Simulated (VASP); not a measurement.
# CuSbS3 (I4/mcm) in VASP: single point with PBEsol

Aim: the single point of CuSbS3 with PBEsol.

Program: VASP 6.6.1. These are calculated values, not measurements. Logs are shortened: lines on timing, memory, paths and dates and some standing lists are left out, and cuts for length are marked.

## 1. The cell of the first run

The structure is tetragonal, space group I4/mcm (No. 140). The conventional cell has a = 6.747 Å, b = 6.747 Å, c = 9.711 Å, α = 90.00°, β = 90.00°, γ = 90.00°. Within 3.5 Å of Cu (site symmetry -42m) lie 8 S at 2.67 to 3.37 Å. Within 3.2 Å of Sb (site symmetry 4/m) lie 6 S at 2.43 to 2.70 Å. Within 3.0 Å of S (site symmetry m2m) lie 1 S at 2.24 Å and 2 Cu at 2.67 Å and 2 Sb at 2.70 Å. S (site symmetry 422) has 2 Sb at 2.43 Å within 3.2 Å.

## 2. Single point, PBEsol

File INCAR:

```
SYSTEM = CuSbS3
PREC = Accurate
ENCUT = 520
EDIFF = 1E-6
ISMEAR = -1
SIGMA = 0.03
LREAL = .False.
LASPH = .True.
NELM = 100
ALGO = Normal
ISIF = 2
LWAVE = .False.
LCHARG = .False.
GGA = PS
NBANDS = 45
```

File KPOINTS:

```
Automatic mesh
0
Gamma
  4 4 4
  0 0 0
```

File POSCAR:

```
CuSbS3
1.0
   -3.3733363518      3.3733363518      4.8556583652
    3.3733363518     -3.3733363518      4.8556583652
    3.3733363518      3.3733363518     -4.8556583652
Cu Sb S
2 2 6
Direct
    0.7500000000      0.2500000000      0.5000000000
    0.2500000000      0.7500000000      0.5000000000
    0.0000000000      0.0000000000      0.0000000000
    0.5000000000      0.5000000000      0.0000000000
    0.8825989896      0.3825989896      0.2651979791
    0.3825989896      0.1174010104      0.5000000000
    0.6174010104      0.8825989896      0.5000000000
    0.1174010104      0.6174010104      0.7348020209
    0.7500000000      0.7500000000      0.0000000000
    0.2500000000      0.2500000000      0.0000000000
```

Potentials or basis: VASP PAW PBE potentials, release 64 (Cu, Sb, S).

Run with:

```sh
> cat potpaw_PBE.64/Cu/POTCAR potpaw_PBE.64/Sb/POTCAR potpaw_PBE.64/S/POTCAR > POTCAR
> mpirun -np 1 vasp_std > vasp.out
```

OUTCAR:

```text
SYSTEM = CuSbS3
   PREC = Accurate
   ENCUT = 520
   EDIFF = 1E-6
   ISMEAR = -1
   LREAL = .False.
   LASPH = .True.
   NELM = 100
   ISIF = 2
   GGA = PS

 ion  position               nearest neighbor table
   1  0.750  0.250  0.500-   8 2.67   7 2.67   6 2.67   5 2.67
   2  0.250  0.750  0.500-   5 2.67   6 2.67   7 2.67   8 2.67
   3  0.000  0.000  0.000-   9 2.43  10 2.43   5 2.70   8 2.70   6 2.70   7 2.70
   4  0.500  0.500  0.000-   9 2.43  10 2.43   5 2.70   8 2.70   7 2.70   6 2.70
   5  0.883  0.383  0.265-   8 2.24   2 2.67   1 2.67   4 2.70   3 2.70
   6  0.383  0.117  0.500-   7 2.24   2 2.67   1 2.67   4 2.70   3 2.70
   7  0.617  0.883  0.500-   6 2.24   2 2.67   1 2.67   3 2.70   4 2.70
   8  0.117  0.617  0.735-   5 2.24   1 2.67   2 2.67   4 2.70   3 2.70
   9  0.750  0.750  0.000-   3 2.43   4 2.43
  10  0.250  0.250  0.000-   3 2.43   4 2.43

  LATTYP: Found a body centered tetragonal cell.
 ALAT       =     6.7466727036
 C/A-ratio  =     1.4394231286

  Lattice vectors:

 A1 = (  -3.3733363518,   3.3733363518,   4.8556583652)
 A2 = (   3.3733363518,  -3.3733363518,   4.8556583652)
 A3 = (   3.3733363518,   3.3733363518,  -4.8556583652)

Analysis of symmetry for initial positions (statically):
=====================================================================
 Subroutine PRICEL returns:
 Original cell was already a primitive cell.

 Routine SETGRP: Setting up the symmetry group for a
 body centered tetragonal supercell.

 Subroutine GETGRP returns: Found 16 space group operations
 (whereof  8 operations were pure point group operations)
 out of a pool of 16 trial point group operations.

The static configuration has the point symmetry C_4h.
 The point group associated with its full space group is D_4h.

Analysis of symmetry for dynamics (positions and initial velocities):
=====================================================================
 Subroutine PRICEL returns:
 Original cell was already a primitive cell.

 Routine SETGRP: Setting up the symmetry group for a
 body centered tetragonal supercell.

 Subroutine GETGRP returns: Found 16 space group operations
 (whereof  8 operations were pure point group operations)
 out of a pool of 16 trial point group operations.

The dynamic configuration has the point symmetry C_4h.
 The point group associated with its full space group is D_4h.

 Subroutine INISYM returns: Found 16 space group operations
 (whereof  8 operations are pure point group operations),
 and found     1 'primitive' translations

----------------------------------------------------------------------------------------

                                     Primitive cell

  volume of cell :     221.0179

  direct lattice vectors                    reciprocal lattice vectors
    -3.373336352  3.373336352  4.855658365     0.000000000  0.148221211  0.102972648
     3.373336352 -3.373336352  4.855658365     0.148221211  0.000000000  0.102972648
     3.373336352  3.373336352 -4.855658365     0.148221211  0.148221211  0.000000000

  length of vectors
     6.807070915  6.807070915  6.807070915     0.180479621  0.180479621  0.209616447

  position of ions in fractional coordinates (direct lattice)
     0.750000000  0.250000000  0.500000000
     0.250000000  0.750000000  0.500000000
     0.000000000  0.000000000  0.000000000
     0.500000000  0.500000000  0.000000000
     0.882598990  0.382598990  0.265197979
     0.382598990  0.117401010  0.500000000
     0.617401010  0.882598990  0.500000000
     0.117401010  0.617401010  0.734802021
     0.750000000  0.750000000  0.000000000
     0.250000000  0.250000000  0.000000000

  ion indices of the primitive-cell ions
   primitive index   ion index
                 1           1
                 2           2
                 3           3
                 4           4
                 5           5
                 6           6
                 7           7
                 8           8
                 9           9
                10          10

----------------------------------------------------------------------------------------

 KPOINTS: Automatic mesh

Automatic generation of k-mesh.
 Grid dimensions read from file:
 generate k-points for:    4    4    4

 Generating k-lattice:

  Cartesian coordinates                     Fractional coordinates (reciprocal lattice)
     0.000000000  0.037055303  0.025743162     0.250000000  0.000000000 -0.000000000
     0.037055303  0.000000000  0.025743162     0.000000000  0.250000000 -0.000000000
     0.037055303  0.037055303  0.000000000     0.000000000  0.000000000  0.250000000

  Length of vectors
     0.045119905  0.045119905  0.052404112

  Shift w.r.t. Gamma in fractional coordinates (k-lattice)
     0.000000000  0.000000000  0.000000000

 Subroutine IBZKPT returns following result:
 ===========================================

 Found     13 irreducible k-points:

 Following reciprocal coordinates:
            Coordinates               Weight
  0.000000  0.000000  0.000000      1.000000
  0.250000  0.000000  0.000000      8.000000
  0.500000  0.000000  0.000000      4.000000
  0.250000  0.250000  0.000000      8.000000
  0.500000  0.250000 -0.000000     16.000000
 -0.250000  0.250000  0.000000      4.000000
  0.500000  0.500000  0.000000      2.000000
  0.250000  0.250000  0.250000      2.000000
 -0.250000  0.250000  0.250000      4.000000
  0.500000  0.500000  0.250000      4.000000
 -0.250000  0.500000  0.250000      8.000000
 -0.250000 -0.250000  0.250000      2.000000
  0.500000  0.500000  0.500000      1.000000
   k-points           NKPTS =     13   k-points in BZ     NKDIM =     13   number of bands    NBANDS=     45
   number of dos      NEDOS =    301   number of ions     NIONS =     10
   total plane-waves  NPLWV = 157464
   dimension x,y,z NGX =    54 NGY =   54 NGZ =   54
   dimension x,y,z NGXF=   108 NGYF=  108 NGZF=  108
   ions per type =               2   2   6
   NGX,Y,Z   is equivalent  to a cutoff of  13.19, 13.19, 13.19 a.u.
   NGXF,Y,Z  is equivalent  to a cutoff of  26.38, 26.38, 26.38 a.u.
 SYSTEM =  CuSbS3
   PREC   = accura    normal or accurate (medium, high low for compatibility)
   ISTART =      0    job   : 0-new  1-cont  2-samecut
   ICHARG =      2    charge: 1-file 2-atom 10-const
   ISPIN  =      1    spin polarized calculation?
   LNONCOLLINEAR =      F non collinear calculations
   LSORBIT =      F    spin-orbit coupling
   LASPH  =      T    aspherical Exc in radial PAW
   ENCUT  =  520.0 eV  38.22 Ry    6.18 a.u.  12.66 12.66 12.66*2*pi/ulx,y,z
   NELM   =    100;   NELMIN=  2; NELMDL= -5     # of ELM steps
   EDIFF  = 0.1E-05   stopping-criterion for ELM
   LREAL  =      F    real-space projection
   EDIFFG = 0.1E-04   stopping-criterion for IOM
   NSW    =      0    number of steps for IOM
   IBRION =     -1    ionic relax: 0-MD 1-quasi-New 2-CG
   NFREE  =      0    steps in history (QN), initial steepest desc. (CG)
   ISIF   =      2    stress and relaxation
   ISYM   =      2    0-nonsym 1-usesym 2-fastsym
   POTIM  = 0.5000    time-step for ionic-motion
   TEBEG  =    0.0;   TEEND  =   0.0 temperature during run
   PSTRESS=    0.0 pullay stress
   NELECT =      68.0000    total number of electrons
   NUPDOWN=      -1.0000    fix difference up-down
   EMIN   =  10.00;   EMAX   =-10.00  energy-range for DOS
   EFERMI =   0.00;   METHOD = LEGACY
   ISMEAR =    -1;   SIGMA  =   0.03  broadening in eV -4-tet -1-fermi 0-gaus
   EFERMI_NEDOS =   21; number of points for ismear=-14 and -15
   IALGO  =     38    algorithm
   IMIX   =      4    mixing-type and parameters
     AMIX     =   0.40;   BMIX     =  1.00
     AMIX_MAG =   1.60;   BMIX_MAG =  1.00
  volume/ion in A,a.u.               =      22.10       149.15
  Fermi-wavevector in a.u.,A,eV,Ry     =   1.105186  2.088499 16.618644  1.221436
  Thomas-Fermi vector in A             =   2.241669
   LORBIT       =      0    0 simple, 1 ext, 2 COOP (PROOUT), +10 PAW based schemes
   GGA     = PS    functional components
   LHFCALC =     F    Hartree Fock is set to
   AEXX    =    0.0000 exact exchange contribution
   IVDW    =     0    specifies the selected vdW correction
   LEPSILON=     F    determine dielectric tensor
   LRPA    =     F    only Hartree local field effects (RPA)
 non-spin polarized calculation
  energy-cutoff  :      520.00
  volume of cell :      221.02
 maximum number of plane-waves:      5974
 NGX is ok and might be reduce to    54
   NGX = 25   NGY = 25   NGZ = 25

 number of electron      68.0000021 magnetization

 Free energy of the ion-electron system (eV)
  ---------------------------------------------------
  ext. energy  EPLUGINS =         0.00000000
  ---------------------------------------------------
  free energy    TOTEN  =       -40.21277747 eV

  energy without entropy =      -40.20909645  energy(sigma->0) =      -40.21093696

 E-fermi :   5.0817     XC(G=0):  -9.7044

 val. band max:        4.9667106254   @ k =   0.0000   0.0000   0.0000
 cond. band min:       5.1277412838   @ k =   0.5000   0.5000   0.5000
 fundamental gap:      0.1610306585
 Fermi energy:         5.0816669625

 k-point     1 :       0.0000    0.0000    0.0000
  band No.  band energies     occupation
      1     -10.6074      2.00000
      2      -9.6591      2.00000
      3      -7.8274      2.00000
      4      -7.5283      2.00000
      5      -7.2189      2.00000
      6      -7.2189      2.00000
[... 37 lines left out ...]
     44       9.0803      0.00000
     45      10.2256      0.00000

 k-point     2 :       0.2500    0.0000    0.0000
  band No.  band energies     occupation
      1     -10.4574      2.00000
      2      -9.7659      2.00000
      3      -8.0625      2.00000
      4      -7.8940      2.00000
      5      -7.2048      2.00000
      6      -7.0303      2.00000
[... 37 lines left out ...]
     44       9.9072      0.00000
     45      10.1091      0.00000

 k-point     3 :       0.5000    0.0000    0.0000
  band No.  band energies     occupation
      1     -10.0910      2.00000
      2     -10.0910      2.00000
      3      -8.2149      2.00000
      4      -8.2149      2.00000
      5      -6.9893      2.00000
      6      -6.9893      2.00000
[... 37 lines left out ...]
     44       9.2379      0.00000
     45      10.6972      0.00000

 k-point     4 :       0.2500    0.2500    0.0000
  band No.  band energies     occupation
      1     -10.2824      2.00000
      2      -9.8334      2.00000
      3      -8.4028      2.00000
      4      -8.1418      2.00000
      5      -6.9861      2.00000
      6      -6.9807      2.00000
[... 373 lines left out ...]
     44       9.6072      0.00000
     45       9.7125      0.00000

 k-point    12 :      -0.2500   -0.2500    0.2500
  band No.  band energies     occupation
      1     -10.5037      2.00000
      2      -9.6926      2.00000
      3      -8.0914      2.00000
      4      -7.7432      2.00000
      5      -7.2300      2.00000
      6      -7.2300      2.00000
[... 37 lines left out ...]
     44      10.4240      0.00000
     45      10.5093      0.00000

 k-point    13 :       0.5000    0.5000    0.5000
  band No.  band energies     occupation
      1     -10.3894      2.00000
      2      -9.7255      2.00000
      3      -8.4085      2.00000
      4      -7.6404      2.00000
      5      -7.2411      2.00000
      6      -7.2411      2.00000
[... 37 lines left out ...]
     44       9.4624      0.00000
     45       9.6994      0.00000

------------------------ aborting loop because EDIFF is reached ----------------------------------------

  FORCE on cell =-STRESS in cart. coord.  units (eV):
  Direction    XX          YY          ZZ          XY          YZ          ZX
  --------------------------------------------------------------------------------------
  -------------------------------------------------------------------------------------
  Total       -0.0449619     -0.0449619      0.3600868      0.0000000      0.0000000     -0.0000000
  in kB       -0.3259327     -0.3259327      2.6102998      0.0000000      0.0000000     -0.0000000
  external PRESSURE =       0.6528115 kB  Pullay stress =       0.0000000 kB

 VOLUME and BASIS-vectors are now :
 -----------------------------------------------------------------------------
  energy-cutoff  :      520.00
  volume of cell :      221.02
      direct lattice vectors                 reciprocal lattice vectors
    -3.373336352  3.373336352  4.855658365     0.000000000  0.148221211  0.102972648
     3.373336352 -3.373336352  4.855658365     0.148221211  0.000000000  0.102972648
     3.373336352  3.373336352 -4.855658365     0.148221211  0.148221211  0.000000000

 POSITION                                       TOTAL-FORCE (eV/Angst)
 -----------------------------------------------------------------------------------
     -0.00000      3.37334      2.42783         0.000000      0.000000     -0.000000
      3.37334     -0.00000      2.42783         0.000000      0.000000     -0.000000
      0.00000      0.00000      0.00000         0.000000      0.000000     -0.000000
      0.00000      0.00000      4.85566         0.000000      0.000000     -0.000000
     -0.79207      2.58127      4.85566         0.017868      0.017868      0.000000
      0.79207      2.58127      0.00000        -0.017868      0.017868     -0.000000
      2.58127      0.79207      4.85566         0.017868     -0.017868     -0.000000
      4.16540      0.79207     -0.00000        -0.017868     -0.017868      0.000000
      0.00000      0.00000      7.28349         0.000000      0.000000     -0.000000
      0.00000      0.00000      2.42783         0.000000      0.000000     -0.000000
 -----------------------------------------------------------------------------------
    total drift:                               -0.000000     -0.000000      0.000000

  FREE ENERGIE OF THE ION-ELECTRON SYSTEM (eV)
  ---------------------------------------------------
  free  energy   TOTEN  =       -40.2127774740 eV

  energy  without entropy=      -40.2090964509  energy(sigma->0) =      -40.21093696
```

It took 4.9 min on 1 thread of AMD EPYC 9R14 (Zen 4), shared host; peak memory 0.41 GiB.

Results:

```
Free energy            : -40.2128 eV
Pressure               : 0.1 GPa
Largest force          : 0.025 eV/Å
Band gap on the k mesh : zero (bands 34 and 35 overlap by 0.78 eV)
```

Forces on the atoms (eV/Å):
```
Cu   0.000  0.000  0.000
Cu   0.000  0.000  0.000
Sb   0.000  0.000  0.000
Sb   0.000  0.000  0.000
S    0.018  0.018  0.000
S   -0.018  0.018  0.000
S    0.018 -0.018  0.000
S   -0.018 -0.018  0.000
S    0.000  0.000  0.000
S    0.000  0.000  0.000
```

Stress tensor (GPa, compression positive):
```
-0.03  0.00  0.00
 0.00 -0.03  0.00
 0.00  0.00  0.26
```

Caveat: the PAW data sets were made with another functional, which shifts forces and pressure a little; spin-orbit coupling is left out, which moves the levels of the heavy elements. With open d or f shells a metallic result of PBEsol can be an artefact of self-interaction; +U or a hybrid may open a gap.

The gap in the log of VASP goes by the Fermi energy; the results here count the filled bands.